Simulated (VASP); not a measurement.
A run of VASP 6.6.1 is set up as follows.

File INCAR:

```
PREC = Accurate
ENCUT = 520
EDIFF = 1E-7
ISMEAR = -1
SIGMA = 0.1
LREAL = False
LASPH = True
NELM = 60
ALGO = Normal
ISIF = 2
LWAVE = False
LCHARG = False
GGA = PS
IVDW = 12
NBANDS = 26
```

KPOINTS

```
regular mesh
0
Gamma
  9 9 4
```

File POSCAR:

```
TiSe
1.0
    3.3052308984      0.0000000000      0.0000000000
   -1.6526154492      2.8624139234      0.0000000000
    0.0000000000      0.0000000000      6.6899045618
Ti Se
2 2
Direct
    0.0000000000      0.0000000000      0.0000000000
    0.0000000000      0.0000000000      0.5000000000
    0.3333333333      0.6666666667      0.2500000000
    0.6666666667      0.3333333333      0.7500000000
```

Potentials or basis: VASP PAW PBE potentials, release 64 (Ti_sv, Se).

Command:

```sh
$ cat potpaw_PBE.64/Ti_sv/POTCAR potpaw_PBE.64/Se/POTCAR > POTCAR
$ mpirun -np 1 vasp_std > vasp.out
```

Q: Predict the dispersion energy per atom.

A: -0.563 eV.

Q: What does it give for the band gap on the k mesh?

A: Zero (bands 18 and 19 overlap by 0.37 eV).

Q: Estimate the pressure.

A: 0.3 GPa.

Caveat: the PAW data sets were made with another functional, which shifts forces and pressure a little.
